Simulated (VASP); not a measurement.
# Au (Fm-3m) in VASP: further runs

Au is run at these levels: LDA; tasks: single point, relaxation of cell and atoms.

Program: VASP 6.6.1. These are calculated values, not measurements. Logs are shortened: lines on timing, memory, paths and dates and some standing lists are left out, and cuts for length are marked.

### Step 1. The cell of the first run

The structure is cubic, space group Fm-3m (No. 225). The conventional cell has a = 4.048 Å, b = 4.048 Å, c = 4.048 Å, α = 90.00°, β = 90.00°, γ = 90.00°. Within 3.8 Å of Au (site symmetry m-3m) lie 12 Au at 2.86 Å.

### Step 2. Single point, LDA

Input file INCAR:

```
SYSTEM = Au
ALGO = Normal
EDIFF = 1E-7
ENCUT = 520
ISIF = 2
ISMEAR = -1
LASPH = .True.
LCHARG = .False.
LREAL = .False.
LWAVE = .False.
NBANDS = 12
NELM = 60
PREC = Accurate
SIGMA = 0.1
```

Input file KPOINTS:

```
k-points
0
Gamma
  24 24 24
  0 0 0
```

Input file POSCAR:

```
Au
1.0
    0.0000000000      2.0237660404      2.0237660404
    2.0237660404      0.0000000000      2.0237660404
    2.0237660404      2.0237660404      0.0000000000
Au
1
Direct
    0.0000000000      0.0000000000      0.0000000000
```

Potentials or basis: VASP PAW LDA potentials, release 64 (Au).

Command:

```bash
> cat potpaw_LDA.64/Au/POTCAR > POTCAR
> mpirun -np 1 vasp_std > vasp.out
```

OUTCAR:

```text
SYSTEM = Au
   EDIFF = 1E-7
   ENCUT = 520
   ISIF = 2
   ISMEAR = -1
   LASPH = .True.
   LREAL = .False.
   NELM = 60
   PREC = Accurate

 ion  position               nearest neighbor table
   1  0.000  0.000  0.000-

  LATTYP: Found a face centered cubic cell.
 ALAT       =     4.0475320808

  Lattice vectors:

 A1 = (   0.0000000000,   2.0237660404,   2.0237660404)
 A2 = (   2.0237660404,   0.0000000000,   2.0237660404)
 A3 = (   2.0237660404,   2.0237660404,   0.0000000000)

Analysis of symmetry for initial positions (statically):
=====================================================================
 Subroutine PRICEL returns:
 Original cell was already a primitive cell.

 Routine SETGRP: Setting up the symmetry group for a
 face centered cubic supercell.

 Subroutine GETGRP returns: Found 48 space group operations
 (whereof 48 operations were pure point group operations)
 out of a pool of 48 trial point group operations.

The static configuration has the point symmetry O_h .

Analysis of symmetry for dynamics (positions and initial velocities):
=====================================================================
 Subroutine PRICEL returns:
 Original cell was already a primitive cell.

 Routine SETGRP: Setting up the symmetry group for a
 face centered cubic supercell.

 Subroutine GETGRP returns: Found 48 space group operations
 (whereof 48 operations were pure point group operations)
 out of a pool of 48 trial point group operations.

The dynamic configuration has the point symmetry O_h .

 Subroutine INISYM returns: Found 48 space group operations
 (whereof 48 operations are pure point group operations),
 and found     1 'primitive' translations

----------------------------------------------------------------------------------------

                                     Primitive cell

  volume of cell :      16.5772

  direct lattice vectors                    reciprocal lattice vectors
     0.000000000  2.023766040  2.023766040    -0.247064132  0.247064132  0.247064132
     2.023766040  0.000000000  2.023766040     0.247064132 -0.247064132  0.247064132
     2.023766040  2.023766040  0.000000000     0.247064132  0.247064132 -0.247064132

  length of vectors
     2.862037381  2.862037381  2.862037381     0.427927629  0.427927629  0.427927629

  position of ions in fractional coordinates (direct lattice)
     0.000000000  0.000000000  0.000000000

  ion indices of the primitive-cell ions
   primitive index   ion index
                 1           1

----------------------------------------------------------------------------------------
[... 75 lines left out ...]
   NFREE  =      0    steps in history (QN), initial steepest desc. (CG)
   ISIF   =      2    stress and relaxation
   ISYM   =      2    0-nonsym 1-usesym 2-fastsym
   POTIM  = 0.5000    time-step for ionic-motion
   TEBEG  =    0.0;   TEEND  =   0.0 temperature during run
   PSTRESS=    0.0 pullay stress
   NELECT =      11.0000    total number of electrons
   NUPDOWN=      -1.0000    fix difference up-down
   EMIN   =  10.00;   EMAX   =-10.00  energy-range for DOS
   EFERMI =   0.00;   METHOD = LEGACY
   ISMEAR =    -1;   SIGMA  =   0.10  broadening in eV -4-tet -1-fermi 0-gaus
   EFERMI_NEDOS =   21; number of points for ismear=-14 and -15
   IALGO  =     38    algorithm
   IMIX   =      4    mixing-type and parameters
     AMIX     =   0.40;   BMIX     =  1.00
     AMIX_MAG =   1.60;   BMIX_MAG =  1.00
  volume/ion in A,a.u.               =      16.58       111.87
  Fermi-wavevector in a.u.,A,eV,Ry     =   1.427914  2.698366 27.741446  2.038939
  Thomas-Fermi vector in A             =   2.548032
   LORBIT       =      0    0 simple, 1 ext, 2 COOP (PROOUT), +10 PAW based schemes
   GGA     = CA    functional components
   LHFCALC =     F    Hartree Fock is set to
   AEXX    =    0.0000 exact exchange contribution
   IVDW    =     0    specifies the selected vdW correction
   LEPSILON=     F    determine dielectric tensor
   LRPA    =     F    only Hartree local field effects (RPA)
 non-spin polarized calculation
  energy-cutoff  :      520.00
  volume of cell :       16.58
 maximum number of plane-waves:       459
 NGX is ok and might be reduce to    24
   NGX = 11   NGY = 11   NGZ = 11

 number of electron      10.9999999 magnetization

 Free energy of the ion-electron system (eV)
  ---------------------------------------------------
  ext. energy  EPLUGINS =         0.00000000
  ---------------------------------------------------
  free energy    TOTEN  =        -4.45007863 eV

  energy without entropy =       -4.44138752  energy(sigma->0) =       -4.44573308

 E-fermi :   9.7675     XC(G=0): -13.1439

 val. band max:        9.7584785682   @ k =   0.4583   0.4167   0.0000
 cond. band min:       9.7964024360   @ k =   0.5000   0.3333   0.1250
 fundamental gap:      0.0379238677
 Fermi energy:         9.7675328749

 k-point     1 :       0.0000    0.0000    0.0000
  band No.  band energies     occupation
      1      -0.4506      2.00000
      2       4.8960      2.00000
      3       4.8960      2.00000
      4       4.8960      2.00000
      5       6.5110      2.00000
      6       6.5110      2.00000
      7      24.2041      0.00000
      8      28.3184      0.00000
      9      28.3184      0.00000
     10      28.3184      0.00000
     11      33.4379      0.00000
     12      38.3294      0.00000
[... 331 lines left out ...]
 k-point    24 :       0.4583    0.0417    0.0000
  band No.  band energies     occupation
      1       2.1935      2.00000
      2       4.8496      2.00000
      3       4.9283      2.00000
      4       7.1552      2.00000
      5       7.7482      2.00000
      6       8.4647      2.00000
      7      13.8340      0.00000
      8      23.8367      0.00000
      9      26.8986      0.00000
     10      27.1508      0.00000
     11      34.8060      0.00000
     12      35.0535      0.00000

 [... further k-points ...]
[... 5 lines left out ...]
  --------------------------------------------------------------------------------------
  -------------------------------------------------------------------------------------
  Total        0.0521603      0.0521603      0.0521603      0.0000000      0.0000000      0.0000000
  in kB        5.0412704      5.0412704      5.0412704      0.0000000      0.0000000      0.0000000
  external PRESSURE =       5.0412704 kB  Pullay stress =       0.0000000 kB

 VOLUME and BASIS-vectors are now :
 -----------------------------------------------------------------------------
  energy-cutoff  :      520.00
  volume of cell :       16.58
      direct lattice vectors                 reciprocal lattice vectors
     0.000000000  2.023766040  2.023766040    -0.247064132  0.247064132  0.247064132
     2.023766040  0.000000000  2.023766040     0.247064132 -0.247064132  0.247064132
     2.023766040  2.023766040  0.000000000     0.247064132  0.247064132 -0.247064132

 POSITION                                       TOTAL-FORCE (eV/Angst)
 -----------------------------------------------------------------------------------
      0.00000      0.00000      0.00000         0.000000      0.000000      0.000000
 -----------------------------------------------------------------------------------
    total drift:                               -0.000000     -0.000000     -0.000000

  FREE ENERGIE OF THE ION-ELECTRON SYSTEM (eV)
  ---------------------------------------------------
  free  energy   TOTEN  =        -4.4500786323 eV

  energy  without entropy=       -4.4413875200  energy(sigma->0) =       -4.44573308
```

OSZICAR:

```text
N       E                     dE             d eps       ncg     rms          rms(c)
DAV:   1     0.493403579576E+02    0.49340E+02   -0.56177E+03 10272   0.822E+02
DAV:   2    -0.405087811747E+01   -0.53391E+02   -0.50309E+02 11664   0.188E+02
DAV:   3    -0.477689090100E+01   -0.72601E+00   -0.72537E+00 11976   0.212E+01
DAV:   4    -0.477921722412E+01   -0.23263E-02   -0.23262E-02 11916   0.138E+00
DAV:   5    -0.477923324525E+01   -0.16021E-04   -0.16020E-04 12208   0.109E-01    0.105E+01
DAV:   6    -0.447772999150E+01    0.30150E+00   -0.79983E-01 10704   0.717E+00    0.642E+00
DAV:   7    -0.445355041997E+01    0.24180E-01   -0.70283E-02 11648   0.209E+00    0.294E+00
DAV:   8    -0.445008299376E+01    0.34674E-02   -0.22109E-03 11204   0.475E-01    0.281E-01
DAV:   9    -0.445007824061E+01    0.47532E-05   -0.10744E-05 11892   0.311E-02    0.140E-02
DAV:  10    -0.445007863247E+01   -0.39186E-06   -0.94306E-07 12088   0.711E-03    0.763E-04
DAV:  11    -0.445007863230E+01    0.16428E-09   -0.32528E-08  8144   0.155E-03
   1 F= -.44500786E+01 E0= -.44457331E+01  d E =-.869111E-02
```

stdout:

```text
POSCAR found type information on POSCAR Au
 POSCAR found :  1 types and       1 ions
 scaLAPACK will be used
 LDA part: xc-table for (Slater(with rela. corr.)+CA(PZ))
 , standard interpolation
 POSCAR, INCAR and KPOINTS ok, starting setup
 FFT: planning ... GRIDC
 FFT: planning ... GRID_SOFT
 FFT: planning ... GRID
 WAVECAR not read
 entering main loop
```

It took 39 s on 1 thread of AMD EPYC 9R45 (Zen 5), shared host; peak memory 0.16 GiB.

Results:

```yaml
Free_energy: -4.4501 eV
Pressure: 0.5 GPa
```

Levels at points of the mesh, in eV from the Fermi level:
| k point | band 4 | band 5 | band 6 | band 7 | band 8 | band 9 |
| --- | --- | --- | --- | --- | --- | --- |
| (0.00, 0.00, 0.00) | -4.87 | -3.26 | -3.26 | 14.44 | 18.55 | 18.55 |
| (0.50, 0.00, 0.00) | -1.99 | -1.99 | -1.14 | 3.19 | 13.90 | 17.22 |
| (0.50, 0.50, 0.00) | -1.65 | -1.65 | 0.88 | 5.96 | 9.99 | 9.99 |

Caveat: spin-orbit coupling is left out, which moves the levels of the heavy elements.

### Step 3. Relaxation of cell and atoms, LDA

This run uses another cell than the first one, of 16.85 Å³/atom, 1.017 times its volume.

Input file INCAR:

```
PREC = Accurate
ENCUT = 600
EDIFF = 1E-7
ISMEAR = -1
SIGMA = 0.1
LREAL = F
LASPH = T
NELM = 80
ALGO = Normal
ISIF = 3
LWAVE = F
LCHARG = F
GGA = CA
IBRION = 2
NSW = 100
EDIFFG = -0.002
```

Input file KPOINTS:

```
regular mesh
0
Gamma
  24 24 24
```

Input file POSCAR:

```
Au
1.0
    0.0000000000      2.0350000000      2.0350000000
    2.0350000000      0.0000000000      2.0350000000
    2.0350000000      2.0350000000      0.0000000000
Au
1
Direct
    0.0000000000      0.0000000000      0.0000000000
```

Potentials or basis: VASP PAW LDA potentials, release 64 (Au).

Command:

```bash
> cat potpaw_LDA.64/Au/POTCAR > POTCAR
> mpirun -np 1 vasp_std > vasp.out
```

OUTCAR:

```text
PREC = Accurate
   ENCUT = 600
   EDIFF = 1E-7
   ISMEAR = -1
   LREAL = F
   LASPH = T
   NELM = 80
   ISIF = 3
   GGA = CA
   IBRION = 2
   NSW = 100
   EDIFFG = -0.002

 ion  position               nearest neighbor table
   1  0.000  0.000  0.000-

  LATTYP: Found a face centered cubic cell.
 ALAT       =     4.0700000000

  Lattice vectors:

 A1 = (   0.0000000000,   2.0350000000,   2.0350000000)
 A2 = (   2.0350000000,   0.0000000000,   2.0350000000)
 A3 = (   2.0350000000,   2.0350000000,   0.0000000000)

Analysis of symmetry for initial positions (statically):
=====================================================================
 Subroutine PRICEL returns:
 Original cell was already a primitive cell.

 Routine SETGRP: Setting up the symmetry group for a
 face centered cubic supercell.

 Subroutine GETGRP returns: Found 48 space group operations
 (whereof 48 operations were pure point group operations)
 out of a pool of 48 trial point group operations.

The static configuration has the point symmetry O_h .

Analysis of symmetry for dynamics (positions and initial velocities):
=====================================================================
 Subroutine PRICEL returns:
 Original cell was already a primitive cell.

 Routine SETGRP: Setting up the symmetry group for a
 face centered cubic supercell.

 Subroutine GETGRP returns: Found 48 space group operations
 (whereof 48 operations were pure point group operations)
 out of a pool of 48 trial point group operations.

The dynamic configuration has the point symmetry O_h .

 Subroutine INISYM returns: Found 48 space group operations
 (whereof 48 operations are pure point group operations),
 and found     1 'primitive' translations

----------------------------------------------------------------------------------------

                                     Primitive cell

  volume of cell :      16.8548

[... 111 lines left out ...]
   GGA     = CA    functional components
   LHFCALC =     F    Hartree Fock is set to
   AEXX    =    0.0000 exact exchange contribution
   IVDW    =     0    specifies the selected vdW correction
   LEPSILON=     F    determine dielectric tensor
   LRPA    =     F    only Hartree local field effects (RPA)
 conjugate gradient relaxation of ions
 non-spin polarized calculation
  energy-cutoff  :      600.00
  volume of cell :       16.85
 maximum number of plane-waves:       588
   NGX = 11   NGY = 11   NGZ = 11

--------------------------------------- Ionic step        1  -------------------------------------------

 number of electron      10.9999999 magnetization

 Free energy of the ion-electron system (eV)
  ---------------------------------------------------
  ext. energy  EPLUGINS =         0.00000000
  ---------------------------------------------------
  free energy    TOTEN  =        -4.44835113 eV

  energy without entropy =       -4.43958771  energy(sigma->0) =       -4.44396942

------------------------ aborting loop because EDIFF is reached ----------------------------------------

  FORCE on cell =-STRESS in cart. coord.  units (eV):
  Direction    XX          YY          ZZ          XY          YZ          ZX
  --------------------------------------------------------------------------------------
  -------------------------------------------------------------------------------------
  Total       -0.2636569     -0.2636569     -0.2636569      0.0000000      0.0000000     -0.0000000
  in kB      -25.0626254    -25.0626254    -25.0626254      0.0000000      0.0000000     -0.0000000
  external PRESSURE =     -25.0626254 kB  Pullay stress =       0.0000000 kB
[... 22 lines left out ...]
--------------------------------------- Ionic step        2  -------------------------------------------

 number of electron      11.0000000 magnetization

 E-fermi :  10.1621     XC(G=0): -13.2711

 val. band max:       10.1272452138   @ k =   0.5000   0.2917   0.1250
 cond. band min:      10.2032285666   @ k =   0.5000   0.3333   0.1250
 fundamental gap:      0.0759833528
 Fermi energy:        10.1620734052

 k-point     1 :       0.0000    0.0000    0.0000
  band No.  band energies     occupation
      1      -0.3044      2.00000
      2       5.1561      2.00000
      3       5.1561      2.00000
      4       5.1561      2.00000
      5       6.8337      2.00000
      6       6.8337      2.00000
      7      24.5488      0.00000
      8      28.7903      0.00000
      9      28.7903      0.00000
[... 415 lines left out ...]
--------------------------------------- Ionic step        6  -------------------------------------------

 number of electron      10.9999999 magnetization

 Free energy of the ion-electron system (eV)
  ---------------------------------------------------
  ext. energy  EPLUGINS =         0.00000000
  ---------------------------------------------------
  free energy    TOTEN  =        -4.45014479 eV

  energy without entropy =       -4.44144021  energy(sigma->0) =       -4.44579250

 E-fermi :   9.7119     XC(G=0): -13.1257

 val. band max:        9.7098781123   @ k =   0.4583   0.4167   0.0000
 cond. band min:       9.7390072173   @ k =   0.5000   0.3333   0.1250
 fundamental gap:      0.0291291050
 Fermi energy:         9.7119378513

 k-point     1 :       0.0000    0.0000    0.0000
  band No.  band energies     occupation
      1      -0.4712      2.00000
      2       4.8590      2.00000
      3       4.8590      2.00000
      4       4.8590      2.00000
      5       6.4652      2.00000
      6       6.4652      2.00000
      7      24.1552      0.00000
      8      28.2512      0.00000
      9      28.2512      0.00000
[... 304 lines left out ...]
  FREE ENERGIE OF THE ION-ELECTRON SYSTEM (eV)
  ---------------------------------------------------
  free  energy   TOTEN  =        -4.4501447920 eV

  energy  without entropy=       -4.4414402098  energy(sigma->0) =       -4.44579250

 reached required accuracy - stopping structural energy minimisation
```

OSZICAR:

```text
N       E                     dE             d eps       ncg     rms          rms(c)
DAV:   1     0.489413907301E+02    0.48941E+02   -0.63860E+03  7754   0.123E+03
DAV:   2    -0.428520225209E+01   -0.53227E+02   -0.50355E+02  7706   0.218E+02
DAV:   3    -0.477679933215E+01   -0.49160E+00   -0.49089E+00  8751   0.219E+01
[... 40 lines left out ...]
       N       E                     dE             d eps       ncg     rms          rms(c)
DAV:   1    -0.445014960054E+01   -0.51892E-05   -0.10119E-04  7557   0.114E-01    0.130E-02
DAV:   2    -0.445014500043E+01    0.46001E-05   -0.15530E-05  7483   0.388E-02    0.560E-03
DAV:   3    -0.445014479559E+01    0.20484E-06   -0.91782E-07  7213   0.898E-03    0.394E-03
DAV:   4    -0.445014479201E+01    0.35784E-08   -0.32176E-08  3858   0.154E-03
   6 F= -.44501448E+01 E0= -.44457925E+01  d E =-.267714E-06
```

Run time: 100 s. Hardware: 1 thread of AMD EPYC 9R45 (Zen 5), shared host; peak memory 0.18 GiB.

What came out:

```
Free energy                            : -4.4501 eV
Relaxed volume                         : 16.63 Å³/atom
Relaxed cell                           : a = 2.865 Å, b = 2.865 Å, c = 2.865 Å, α = 60.00°, β = 60.00°, γ = 60.00°
Space group after relaxing (to 0.05 Å) : Fm-3m (No. 225)
Energy gained by relaxing              : 1.8 meV/atom
Ionic steps                            : 6
Pressure after relaxing                : 0.0 GPa
```

The path:
| step | energy change (eV) | largest force (eV/Å) | pressure (GPa) | volume (Å³) |
| --- | --- | --- | --- | --- |
| 1 | 0.0000 | 0.0000 | -2.51 | 16.85 |
| 2 | 0.0046 | 0.0000 | 5.17 | 16.22 |
| 3 | -0.0018 | 0.0000 | -0.02 | 16.63 |
| 4 | -0.0018 | 0.0000 | 0.03 | 16.63 |
| 5 | -0.0018 | 0.0000 | -0.03 | 16.63 |
| 6 | -0.0018 | 0.0000 | 0.00 | 16.63 |

Final structure:
```cif
data_structure
_symmetry_space_group_name_H-M 'P 1'
_symmetry_Int_Tables_number 1
_cell_length_a 2.8650
_cell_length_b 2.8650
_cell_length_c 2.8650
_cell_angle_alpha 60.000
_cell_angle_beta 60.000
_cell_angle_gamma 60.000
_cell_volume 16.63
loop_
_atom_site_label
_atom_site_type_symbol
_atom_site_fract_x
_atom_site_fract_y
_atom_site_fract_z
_atom_site_occupancy
Au1 Au 0.00000 0.00000 0.00000 1
```

Caveat: spin-orbit coupling is left out, which moves the levels of the heavy elements. LDA usually gives volumes a few per cent too small.
